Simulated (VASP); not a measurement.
# Si (Fd-3m) in VASP: relaxation of cell and atoms with LDA

Aim: the relaxation of cell and atoms of Si with LDA.

Program: VASP 6.6.1. These are calculated values, not measurements. Logs are shortened: lines on timing, memory, paths and dates and some standing lists are left out, and cuts for length are marked.

## 1. The cell of the first run

Symmetry: Fd-3m, No. 227, cubic system. The conventional cell has a = 5.402 Å, b = 5.402 Å, c = 5.402 Å, α = 90.00°, β = 90.00°, γ = 90.00°. Si (site symmetry -43m) has 4 Si at 2.34 Å within 3.1 Å.

## 2. Relaxation of cell and atoms, LDA

INCAR reads:

```
  PREC = Accurate
  ENCUT = 600
  EDIFF = 1E-6
  ISMEAR = 0
  SIGMA = 0.01
  LREAL = False
  LASPH = True
  NELM = 80
  ALGO = Normal
  ISIF = 3
  LWAVE = False
  LCHARG = False
  GGA = CA
  IBRION = 2
  NSW = 80
  EDIFFG = -0.001
```

KPOINTS reads:

```
regular mesh
0
Gamma
  12 12 12
```

POSCAR reads:

```
Si
1.0
    0.0000000000      2.7008304894      2.7008304894
    2.7008304894      0.0000000000      2.7008304894
    2.7008304894      2.7008304894      0.0000000000
Si
2
Direct
    0.5000000000      0.5000000000      0.5000000000
    0.7500000000      0.7500000000      0.7500000000
```

Potentials or basis: VASP PAW LDA potentials, release 64 (Si).

On the command line:

```bash
$ cat potpaw_LDA.64/Si/POTCAR > POTCAR
$ mpirun -np 1 vasp_std > vasp.out
```

OUTCAR:

```text
PREC = Accurate
   ENCUT = 600
   EDIFF = 1E-6
   ISMEAR = 0
   LREAL = False
   LASPH = True
   NELM = 80
   ISIF = 3
   GGA = CA
   IBRION = 2
   NSW = 80
   EDIFFG = -0.001

 ion  position               nearest neighbor table
   1  0.500  0.500  0.500-   2 2.34   2 2.34   2 2.34   2 2.34
   2  0.750  0.750  0.750-   1 2.34   1 2.34   1 2.34   1 2.34

  LATTYP: Found a face centered cubic cell.
 ALAT       =     5.4016609788

  Lattice vectors:

 A1 = (   0.0000000000,   2.7008304894,   2.7008304894)
 A2 = (   2.7008304894,   0.0000000000,   2.7008304894)
 A3 = (   2.7008304894,   2.7008304894,   0.0000000000)

Analysis of symmetry for initial positions (statically):
=====================================================================
 Subroutine PRICEL returns:
 Original cell was already a primitive cell.

 Routine SETGRP: Setting up the symmetry group for a
 face centered cubic supercell.

 Subroutine GETGRP returns: Found 48 space group operations
 (whereof 24 operations were pure point group operations)
 out of a pool of 48 trial point group operations.

The static configuration has the point symmetry T_d .
 The point group associated with its full space group is O_h .

Analysis of symmetry for dynamics (positions and initial velocities):
=====================================================================
 Subroutine PRICEL returns:
 Original cell was already a primitive cell.

 Routine SETGRP: Setting up the symmetry group for a
 face centered cubic supercell.

 Subroutine GETGRP returns: Found 48 space group operations
 (whereof 24 operations were pure point group operations)
 out of a pool of 48 trial point group operations.

The dynamic configuration has the point symmetry T_d .
 The point group associated with its full space group is O_h .

 Subroutine INISYM returns: Found 48 space group operations
 (whereof 24 operations are pure point group operations),
 and found     1 'primitive' translations

----------------------------------------------------------------------------------------

                                     Primitive cell

  volume of cell :      39.4023

  direct lattice vectors                    reciprocal lattice vectors
     0.000000000  2.700830489  2.700830489    -0.185128242  0.185128242  0.185128242
     2.700830489  0.000000000  2.700830489     0.185128242 -0.185128242  0.185128242
[... 93 lines left out ...]
   POTIM  = 0.5000    time-step for ionic-motion
   TEBEG  =    0.0;   TEEND  =   0.0 temperature during run
   PSTRESS=    0.0 pullay stress
   NELECT =       8.0000    total number of electrons
   NUPDOWN=      -1.0000    fix difference up-down
   EMIN   =  10.00;   EMAX   =-10.00  energy-range for DOS
   EFERMI =   0.00;   METHOD = LEGACY
   ISMEAR =     0;   SIGMA  =   0.01  broadening in eV -4-tet -1-fermi 0-gaus
   EFERMI_NEDOS =   21; number of points for ismear=-14 and -15
   IALGO  =     38    algorithm
   IMIX   =      4    mixing-type and parameters
     AMIX     =   0.40;   BMIX     =  1.00
     AMIX_MAG =   1.60;   BMIX_MAG =  1.00
  volume/ion in A,a.u.               =      19.70       132.95
  Fermi-wavevector in a.u.,A,eV,Ry     =   0.962197  1.818289 12.596597  0.925824
  Thomas-Fermi vector in A             =   2.091635
   LORBIT       =      0    0 simple, 1 ext, 2 COOP (PROOUT), +10 PAW based schemes
   GGA     = CA    functional components
   LHFCALC =     F    Hartree Fock is set to
   AEXX    =    0.0000 exact exchange contribution
   IVDW    =     0    specifies the selected vdW correction
   LEPSILON=     F    determine dielectric tensor
   LRPA    =     F    only Hartree local field effects (RPA)
 conjugate gradient relaxation of ions
 non-spin polarized calculation
 Gauss-broadening in eV      SIGMA  =   0.01
  energy-cutoff  :      600.00
  volume of cell :       39.40
 maximum number of plane-waves:      1363
   NGX = 15   NGY = 15   NGZ = 15

--------------------------------------- Ionic step        1  -------------------------------------------

 number of electron       7.9999999 magnetization

 Free energy of the ion-electron system (eV)
  ---------------------------------------------------
  ext. energy  EPLUGINS =         0.00000000
  ---------------------------------------------------
  free energy    TOTEN  =       -11.91994207 eV

  energy without entropy =      -11.91994207  energy(sigma->0) =      -11.91994207

------------------------ aborting loop because EDIFF is reached ----------------------------------------

  FORCE on cell =-STRESS in cart. coord.  units (eV):
  Direction    XX          YY          ZZ          XY          YZ          ZX
  --------------------------------------------------------------------------------------
  -------------------------------------------------------------------------------------
  Total        0.0173659      0.0173659      0.0173659      0.0000000     -0.0000000     -0.0000000
  in kB        0.7061323      0.7061323      0.7061323      0.0000000     -0.0000000     -0.0000000
  external PRESSURE =       0.7061323 kB  Pullay stress =       0.0000000 kB
[... 59 lines left out ...]
--------------------------------------- Ionic step        3  -------------------------------------------

 number of electron       7.9999999 magnetization

 Free energy of the ion-electron system (eV)
  ---------------------------------------------------
  ext. energy  EPLUGINS =         0.00000000
  ---------------------------------------------------
  free energy    TOTEN  =       -11.91994824 eV

  energy without entropy =      -11.91994824  energy(sigma->0) =      -11.91994824

 E-fermi :   6.0127     XC(G=0):  -9.6636

 val. band max:        5.9271597851   @ k =   0.0000   0.0000   0.0000
 cond. band min:       6.3703206027   @ k =   0.4167   0.4167   0.0000
 fundamental gap:      0.4431608176
 Fermi energy:         6.0126678950

 k-point     1 :       0.0000    0.0000    0.0000
  band No.  band energies     occupation
      1      -6.1354      2.00000
      2       5.9272      2.00000
      3       5.9272      2.00000
      4       5.9272      2.00000
      5       8.4580      0.00000
      6       8.4580      0.00000
      7       8.4580      0.00000
      8       9.3130      0.00000
[... 243 lines left out ...]
 k-point    24 :      -0.4167    0.1667    0.0000
  band No.  band energies     occupation
      1      -3.4824      2.00000
      2      -0.9151      2.00000
      3       2.8832      2.00000
      4       4.3153      2.00000
      5       8.0354      0.00000
      6       9.9448      0.00000
      7      10.2841      0.00000
      8      13.8586      0.00000

 [... further k-points ...]
[... 5 lines left out ...]
  --------------------------------------------------------------------------------------
  -------------------------------------------------------------------------------------
  Total       -0.0002215     -0.0002215     -0.0002215     -0.0000000     -0.0000000     -0.0000000
  in kB       -0.0090000     -0.0090000     -0.0090000     -0.0000000     -0.0000000     -0.0000000
  external PRESSURE =      -0.0090000 kB  Pullay stress =       0.0000000 kB
[... 17 lines left out ...]
  FREE ENERGIE OF THE ION-ELECTRON SYSTEM (eV)
  ---------------------------------------------------
  free  energy   TOTEN  =       -11.9199482381 eV

  energy  without entropy=      -11.9199482381  energy(sigma->0) =      -11.91994824

 reached required accuracy - stopping structural energy minimisation
```

CONTCAR:

```text
Si
   1.00000000000000
    -0.0000000000000000    2.7014836139444425    2.7014836139444425
     2.7014836139444425   -0.0000000000000000    2.7014836139444425
     2.7014836139444425    2.7014836139444425    0.0000000000000000
  Si
     2
Direct
     0.5000000000000000    0.5000000000000000    0.5000000000000000
     0.7500000000000000    0.7500000000000000    0.7500000000000000

  0.00000000E+00  0.00000000E+00  0.00000000E+00
  0.00000000E+00  0.00000000E+00  0.00000000E+00
```

Run time: 20 s. Hardware: 1 thread of Intel Xeon Platinum 8375C at 2.90GHz (Ice Lake), shared host; peak memory 0.16 GiB.

Results:

- Free energy: -11.9199 eV
- Relaxed volume: 19.72 Å³/atom
- Relaxed cell: a = 3.820 Å, b = 3.820 Å, c = 3.820 Å, α = 60.00°, β = 60.00°, γ = 60.00°
- Space group after relaxing (to 0.1 Å): Fd-3m (No. 227)
- Energy gained by relaxing: 0.0 meV/atom
- Ionic steps: 3
- Pressure after relaxing: 0.0 GPa
- Band gap on the k mesh: 0.44 eV (least direct gap 2.53 eV)

Final structure:
```xyz
2
Lattice="0.0000 2.7015 2.7015 2.7015 0.0000 2.7015 2.7015 2.7015 0.0000" Properties=species:S:1:pos:R:3 pbc="T T T"
Si    2.7015    2.7015    2.7015
Si    4.0522    4.0522    4.0522
```
